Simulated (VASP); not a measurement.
A run of VASP 6.6.1 is set up as follows.

Contents of INCAR:

```
PREC = Accurate
ENCUT = 520
EDIFF = 1E-6
ISMEAR = 0
SIGMA = 0.05
LREAL = False
LASPH = True
NELM = 80
ALGO = Normal
ISIF = 2
LWAVE = False
LCHARG = True
GGA = PS
LELF = True
LVHAR = True
NBANDS = 36
```

KPOINTS

```
Automatic mesh
0
Gamma
  8 8 14
  0.5 0.5 0.5
```

The input POSCAR:

```
Sn
1.0
    5.9500000000      0.0000000000      0.0000000000
    0.0000000000      5.9500000000      0.0000000000
    0.0000000000      0.0000000000      3.1407300000
Sn
4
Direct
    0.0000000000      0.0000000000      0.0000000000
    0.5000000000      0.5000000000      0.5000000000
    0.5000000000      0.0000000000      0.2500000000
    0.0000000000      0.5000000000      0.7500000000
```

Potentials or basis: VASP PAW PBE potentials, release 64 (Sn_d).

The run is started by

```console
$ cat potpaw_PBE.64/Sn_d/POTCAR > POTCAR
$ mpirun -np 1 vasp_std > vasp.out
```

Problem. What does it give for the pressure?

Solution. -1.9 GPa.

Problem. What does it give for the band gap on the k mesh?

Solution. Zero (bands 28 and 29 overlap by 2.25 eV).

Stress tensor (GPa, compression positive):
```
-2.30  0.00  0.00
 0.00 -2.30  0.00
 0.00  0.00 -1.11
```

Caveat: the PAW data sets were made with another functional, which shifts forces and pressure a little; spin-orbit coupling is left out, which moves the levels of the heavy elements.
